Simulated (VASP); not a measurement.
# Re (P6_3/mmc) in VASP: further runs

The runs below take Re through relaxation of shape and atoms at fixed volume, relaxation of cell and atoms, with PBE.

Program: VASP 6.6.1. These are calculated values, not measurements. Logs are shortened: lines on timing, memory, paths and dates and some standing lists are left out, and cuts for length are marked.

## 1. The cell of the first run

It takes space group P6_3/mmc (No. 194, hexagonal). Conventional cell: a = 2.747 Å, b = 2.747 Å, c = 4.439 Å, α = 90.00°, β = 90.00°, γ = 120.00°. Within 3.6 Å of Re (site symmetry -6m2) lie 12 Re at 2.73 to 2.75 Å.

## 2. Relaxation of shape and atoms at fixed volume, PBE (14.50 Å³/atom)

INCAR reads:

```
SYSTEM = Re
PREC     = Accurate       ! precision mode
ENCUT    = 600            ! plane-wave cutoff, eV
EDIFF    = 1E-6           ! SCF threshold, eV
ISMEAR   = 0              ! smearing method
SIGMA    = 0.1            ! smearing width, eV
LREAL    = .FALSE.        ! projectors in reciprocal space
LASPH    = .TRUE.         ! aspherical terms in the spheres
NELM     = 60             ! most SCF steps
ALGO     = Normal         ! electronic algorithm
ISIF     = 4              ! what is computed and relaxed
LWAVE    = .FALSE.        ! write WAVECAR
LCHARG   = .FALSE.        ! write CHGCAR
GGA      = PE             ! functional
IBRION   = 2              ! ionic algorithm
NSW      = 50             ! ionic steps
EDIFFG   = -0.01          ! ionic threshold
```

KPOINTS reads:

```
regular mesh
0
G
  18 18 10
  0 0 0
```

POSCAR reads:

```
Re
1.0
    2.7468072782      0.0000000000      0.0000000000
   -1.3734036391      2.3788048822      0.0000000000
    0.0000000000      0.0000000000      4.4387820173
Re
2
Direct
    0.3333333333      0.6666666667      0.2500000000
    0.6666666667      0.3333333333      0.7500000000
```

Potentials or basis: VASP PAW PBE potentials, release 64 (Re).

Started as:

```console
> cat potpaw_PBE.64/Re/POTCAR > POTCAR
> mpirun -np 1 vasp_std > vasp.out
```

OUTCAR:

```text
SYSTEM = Re
   PREC = Accurate
   ENCUT = 600
   EDIFF = 1E-6
   ISMEAR = 0
   LREAL = .FALSE.
   LASPH = .TRUE.
   NELM = 60
   ISIF = 4
   GGA = PE
   IBRION = 2
   NSW = 50
   EDIFFG = -0.01

 ion  position               nearest neighbor table
   1  0.333  0.667  0.250-   2 2.73   2 2.73   2 2.73   2 2.73   2 2.73   2 2.73
   2  0.667  0.333  0.750-   1 2.73   1 2.73   1 2.73   1 2.73   1 2.73   1 2.73

  LATTYP: Found a hexagonal cell.
 ALAT       =     2.7468072782
 C/A-ratio  =     1.6159786864

  Lattice vectors:

 A1 = (   2.7468072782,   0.0000000000,   0.0000000000)
 A2 = (  -1.3734036391,   2.3788048822,   0.0000000000)
 A3 = (   0.0000000000,   0.0000000000,   4.4387820173)

Analysis of symmetry for initial positions (statically):
=====================================================================
 Subroutine PRICEL returns:
 Original cell was already a primitive cell.

 Routine SETGRP: Setting up the symmetry group for a
 hexagonal supercell.

 Subroutine GETGRP returns: Found 24 space group operations
 (whereof 12 operations were pure point group operations)
 out of a pool of 24 trial point group operations.

The static configuration has the point symmetry D_3d.
 The point group associated with its full space group is D_6h.

Analysis of symmetry for dynamics (positions and initial velocities):
=====================================================================
 Subroutine PRICEL returns:
 Original cell was already a primitive cell.

 Routine SETGRP: Setting up the symmetry group for a
 hexagonal supercell.

 Subroutine GETGRP returns: Found 24 space group operations
 (whereof 12 operations were pure point group operations)
 out of a pool of 24 trial point group operations.

The dynamic configuration has the point symmetry D_3d.
 The point group associated with its full space group is D_6h.

 Subroutine INISYM returns: Found 24 space group operations
 (whereof 12 operations are pure point group operations),
 and found     1 'primitive' translations

----------------------------------------------------------------------------------------

                                     Primitive cell

  volume of cell :      29.0035

  direct lattice vectors                    reciprocal lattice vectors
[... 88 lines left out ...]
   LREAL  =      F    real-space projection
   EDIFFG = -.1E-01   stopping-criterion for IOM
   NSW    =     50    number of steps for IOM
   IBRION =      2    ionic relax: 0-MD 1-quasi-New 2-CG
   NFREE  =      1    steps in history (QN), initial steepest desc. (CG)
   ISIF   =      4    stress and relaxation
   ISYM   =      2    0-nonsym 1-usesym 2-fastsym
   POTIM  = 0.5000    time-step for ionic-motion
   TEBEG  =    0.0;   TEEND  =   0.0 temperature during run
   PSTRESS=    0.0 pullay stress
   NELECT =      14.0000    total number of electrons
   NUPDOWN=      -1.0000    fix difference up-down
   EMIN   =  10.00;   EMAX   =-10.00  energy-range for DOS
   EFERMI =   0.00;   METHOD = LEGACY
   ISMEAR =     0;   SIGMA  =   0.10  broadening in eV -4-tet -1-fermi 0-gaus
   EFERMI_NEDOS =   21; number of points for ismear=-14 and -15
   IALGO  =     38    algorithm
   IMIX   =      4    mixing-type and parameters
     AMIX     =   0.40;   BMIX     =  1.00
     AMIX_MAG =   1.60;   BMIX_MAG =  1.00
  volume/ion in A,a.u.               =      14.50        97.86
  Fermi-wavevector in a.u.,A,eV,Ry     =   1.284204  2.426793 22.438443  1.649179
  Thomas-Fermi vector in A             =   2.416411
   LORBIT       =      0    0 simple, 1 ext, 2 COOP (PROOUT), +10 PAW based schemes
   GGA     = PE    functional components
   LHFCALC =     F    Hartree Fock is set to
   AEXX    =    0.0000 exact exchange contribution
   IVDW    =     0    specifies the selected vdW correction
   LEPSILON=     F    determine dielectric tensor
   LRPA    =     F    only Hartree local field effects (RPA)
 conjugate gradient relaxation of ions
 non-spin polarized calculation
 Gauss-broadening in eV      SIGMA  =   0.10
  energy-cutoff  :      600.00
  volume of cell :       29.00
 maximum number of plane-waves:       996
 NGX is ok and might be reduce to    24
   NGX = 11   NGY = 11   NGZ = 17

 number of electron      14.0000000 magnetization

 Free energy of the ion-electron system (eV)
  ---------------------------------------------------
  ext. energy  EPLUGINS =         0.00000000
  ---------------------------------------------------
  free energy    TOTEN  =       -24.82594896 eV

  energy without entropy =      -24.81783859  energy(sigma->0) =      -24.82189378

 E-fermi :   8.0528     XC(G=0): -13.8108

 val. band max:        8.0437198918   @ k =   0.3889   0.2222   0.3000
 cond. band min:       8.0590627021   @ k =   0.3889   0.0000   0.5000
 fundamental gap:      0.0153428103
 Fermi energy:         8.0527999780

 k-point     1 :       0.0000    0.0000    0.0000
  band No.  band energies     occupation
      1      -1.9006      2.00000
      2       1.3345      2.00000
      3       6.4420      2.00000
      4       6.4499      2.00000
      5       6.4499      2.00000
      6       7.3046      2.00000
      7       7.3046      2.00000
      8       8.2610      0.00324
      9       8.2610      0.00324
     10       8.7068      0.00000
     11      11.4981      0.00000
[... 309 lines left out ...]
 k-point    24 :       0.3889    0.1111    0.0000
  band No.  band energies     occupation
      1       2.3939      2.00000
      2       2.5226      2.00000
      3       2.8299      2.00000
      4       5.7589      2.00000
      5       5.9355      2.00000
      6       6.6615      2.00000
      7       7.4270      2.00000
      8      11.3352      0.00000
      9      11.9513      0.00000
     10      12.2404      0.00000
     11      13.8321      0.00000

 [... further k-points ...]
[... 5 lines left out ...]
  --------------------------------------------------------------------------------------
  -------------------------------------------------------------------------------------
  Total        2.1216804      2.1216804      2.1066593      0.0000000      0.0000000      0.0000000
  in kB      117.2032665    117.2032665    116.3734924      0.0000000      0.0000000      0.0000000
  external PRESSURE =     116.9266751 kB  Pullay stress =       0.0000000 kB

 VOLUME and BASIS-vectors are now :
 -----------------------------------------------------------------------------
  energy-cutoff  :      600.00
  volume of cell :       29.00
      direct lattice vectors                 reciprocal lattice vectors
     2.746807278  0.000000000  0.000000000     0.364059032  0.210189580  0.000000000
    -1.373403639  2.378804882  0.000000000     0.000000000  0.420379161  0.000000000
     0.000000000  0.000000000  4.438782017     0.000000000  0.000000000  0.225287026

 POSITION                                       TOTAL-FORCE (eV/Angst)
 -----------------------------------------------------------------------------------
     -0.00000      1.58587      1.10970        -0.000000      0.000000      0.000000
      1.37340      0.79293      3.32909         0.000000     -0.000000      0.000000
 -----------------------------------------------------------------------------------
    total drift:                                0.000000     -0.000000     -0.000000

  FREE ENERGIE OF THE ION-ELECTRON SYSTEM (eV)
  ---------------------------------------------------
  free  energy   TOTEN  =       -24.8259489643 eV

  energy  without entropy=      -24.8178385882  energy(sigma->0) =      -24.82189378

 reached required accuracy - stopping structural energy minimisation
```

OSZICAR:

```text
N       E                     dE             d eps       ncg     rms          rms(c)
DAV:   1     0.359014100572E+02    0.35901E+02   -0.74819E+03  8654   0.173E+03
DAV:   2    -0.183945195207E+02   -0.54296E+02   -0.46714E+02  7570   0.332E+02
DAV:   3    -0.257131965994E+02   -0.73187E+01   -0.58563E+01  8000   0.290E+02
DAV:   4    -0.261776461513E+02   -0.46445E+00   -0.40860E+00  8965   0.370E+01
DAV:   5    -0.261941941021E+02   -0.16548E-01   -0.15785E-01  8397   0.399E+00    0.439E+01
DAV:   6    -0.251905097923E+02    0.10037E+01   -0.94974E-01  9067   0.312E+01    0.184E+01
DAV:   7    -0.248389843574E+02    0.35153E+00   -0.70754E-01  9337   0.258E+01    0.585E-01
DAV:   8    -0.248265705511E+02    0.12414E-01   -0.10247E-02  9500   0.120E+00    0.192E-01
DAV:   9    -0.248259362541E+02    0.63430E-03   -0.45171E-04  9123   0.208E-01    0.382E-02
DAV:  10    -0.248259490912E+02   -0.12837E-04   -0.54009E-05  8183   0.688E-02    0.460E-03
DAV:  11    -0.248259489643E+02    0.12688E-06   -0.25239E-07  4433   0.194E-02
   1 F= -.24825949E+02 E0= -.24821894E+02  d E =-.248259E+02
```

Wall time 43 s (1 thread of AMD EPYC 9R45 (Zen 5), shared host); peak memory 0.19 GiB.

Results:

```yaml
Free_energy: -24.8259 eV
Pressure_after_relaxing: 11.7 GPa
Band_gap_on_the_k_mesh: zero (bands 7 and 8 overlap by 3.25 eV)
```

Final structure:
```
Re
1.0
     2.74681    0.00000    0.00000
    -1.37340    2.37880    0.00000
     0.00000    0.00000    4.43878
Re
2
Cartesian
  0.0000 1.5859 1.1097
  1.3734 0.7929 3.3291
```

Caveat: spin-orbit coupling is left out, which moves the levels of the heavy elements.

## 3. Relaxation of cell and atoms, PBE

This run uses another cell than the first one, of 14.71 Å³/atom.

INCAR reads:

```
SYSTEM = Re
PREC = Accurate
ENCUT = 600
EDIFF = 1E-7
ISMEAR = 0
SIGMA = 0.1
LREAL = .FALSE.
LASPH = .TRUE.
NELM = 100
ALGO = Fast
ISIF = 3
LWAVE = .FALSE.
LCHARG = .FALSE.
GGA = PE
IBRION = 2
NSW = 100
EDIFFG = -0.002
```

KPOINTS is that of step 2.

POSCAR reads:

```
Re
1.0
    2.7608000000      0.0000000000      0.0000000000
   -1.3804000000      2.3909229348      0.0000000000
    0.0000000000      0.0000000000      4.4582000000
Re
2
Direct
    0.3333333333      0.6666666667      0.2500000000
    0.6666666667      0.3333333333      0.7500000000
```

Potentials or basis: VASP PAW PBE potentials, release 64 (Re).

Started as:

```console
> cat potpaw_PBE.64/Re/POTCAR > POTCAR
> mpirun -np 1 vasp_std > vasp.out
```

It took 3.9 min on 1 thread of AMD EPYC 9R45 (Zen 5), shared host; peak memory 0.2 GiB.

It converged, with:

```
Free energy                           : -24.8566 eV
Relaxed volume                        : 14.93 Å³/atom
Relaxed cell                          : a = 2.774 Å, b = 2.774 Å, c = 4.481 Å, α = 90.00°, β = 90.00°, γ = 120.00°
Space group after relaxing (to 0.1 Å) : P6_3/mmc (No. 194)
Energy gained by relaxing             : 3.8 meV/atom
Ionic steps                           : 9
Pressure after relaxing               : 0.0 GPa
Band gap on the k mesh                : zero (bands 7 and 8 overlap by 3.08 eV)
```

Step by step:
| step | energy change (eV) | largest force (eV/Å) | pressure (GPa) | volume (Å³) |
| --- | --- | --- | --- | --- |
| 1 | 0.0000 | 0.0000 | 5.72 | 29.43 |
| 2 | 0.1128 | 0.0000 | -19.61 | 31.72 |
| 3 | -0.0077 | 0.0000 | -0.12 | 29.88 |
| 4 | -0.0077 | 0.0000 | -0.01 | 29.87 |
| 5 | -0.0077 | 0.0000 | 0.10 | 29.86 |
| 6 | -0.0077 | 0.0000 | 0.09 | 29.86 |
| 7 | -0.0077 | 0.0000 | 0.09 | 29.86 |
| 8 | -0.0077 | 0.0000 | 0.02 | 29.87 |
| 9 | -0.0077 | 0.0000 | 0.00 | 29.87 |

Final structure:
```cif
data_structure
_symmetry_space_group_name_H-M 'P 1'
_symmetry_Int_Tables_number 1
_cell_length_a 2.7741
_cell_length_b 2.7741
_cell_length_c 4.4814
_cell_angle_alpha 90.000
_cell_angle_beta 90.000
_cell_angle_gamma 120.000
_cell_volume 29.87
loop_
_atom_site_label
_atom_site_type_symbol
_atom_site_fract_x
_atom_site_fract_y
_atom_site_fract_z
_atom_site_occupancy
Re1 Re 0.33333 0.66667 0.25000 1
Re2 Re 0.66667 0.33333 0.75000 1
```

Levels at points of the mesh, in eV from the Fermi level:
```tsv
k point	band 3	band 4	band 5	band 6	band 7	band 8	band 9	band 10	band 11
(0.00, 0.00, 0.00)	-1.53	-1.52	-1.52	-0.71	-0.71	0.20	0.20	0.60	3.31
(0.50, 0.00, 0.00)	-5.12	-1.87	-1.71	-1.34	-0.58	3.89	4.28	4.41	5.94
(0.00, 0.00, 0.50)	-2.32	-2.32	-1.65	-1.65	-1.65	-1.65	2.51	2.51	2.51
(0.50, 0.00, 0.50)	-3.99	-3.99	0.41	0.41	0.91	0.91	4.20	4.20	4.69
```

Caveat: spin-orbit coupling is left out, which moves the levels of the heavy elements.

## 4. Relaxation of shape and atoms at fixed volume, PBE (15.40 Å³/atom)

This run uses another cell than the first one, of 15.40 Å³/atom.

INCAR reads:

```
PREC = Accurate
ENCUT = 600
EDIFF = 1E-7
ISMEAR = 0
SIGMA = 0.1
LREAL = False
LASPH = True
NELM = 80
ALGO = Normal
ISIF = 4
LWAVE = False
LCHARG = False
GGA = PE
IBRION = 2
NSW = 50
EDIFFG = -0.01
```

KPOINTS reads:

```
Automatic mesh
0
Gamma
  18 18 10
```

POSCAR reads:

```
Re
1.0
    2.8023132889      0.0000000000      0.0000000000
   -1.4011566445      2.4268744976      0.0000000000
    0.0000000000      0.0000000000      4.5284785476
Re
2
Direct
    0.3333333333      0.6666666667      0.2500000000
    0.6666666667      0.3333333333      0.7500000000
```

Started as:

```console
> cat potpaw_PBE.64/Re/POTCAR > POTCAR
> mpirun -np 1 vasp_std > vasp.out
```

It took 92 s on 1 thread of AMD EPYC 9R45 (Zen 5), shared host; peak memory 0.19 GiB.

The run converged. Its results:

```yaml
Free_energy: -24.8251 eV
Energy_gained_by_relaxing: 0.0 meV/atom
Ionic_steps: 3
Pressure_after_relaxing: -10.7 GPa
Band_gap_on_the_k_mesh: zero (bands 7 and 8 overlap by 2.93 eV)
```

Final structure:
```
CELL_PARAMETERS angstrom
2.80289 0.00000 0.00000
-1.40145 2.42738 0.00000
0.00000 0.00000 4.52661
ATOMIC_POSITIONS crystal
Re 0.33333 0.66667 0.25000
Re 0.66667 0.33333 0.75000
```

Levels at points of the mesh, in eV from the Fermi level:
```tsv
k point	band 4	band 5	band 6	band 7	band 8	band 9	band 10	band 11
(0.00, 0.00, 0.00)	-1.45	-1.45	-0.67	-0.67	0.20	0.20	0.55	3.17
(0.50, 0.00, 0.00)	-1.78	-1.70	-1.29	-0.56	3.71	4.08	4.20	5.68
(0.00, 0.00, 0.50)	-2.23	-1.57	-1.57	-1.57	-1.57	2.39	2.39	2.39
(0.50, 0.00, 0.50)	-3.81	0.40	0.40	0.85	0.85	4.00	4.00	4.49
```

Caveat: spin-orbit coupling is left out, which moves the levels of the heavy elements.

(Part 1 of 2 ends here.)
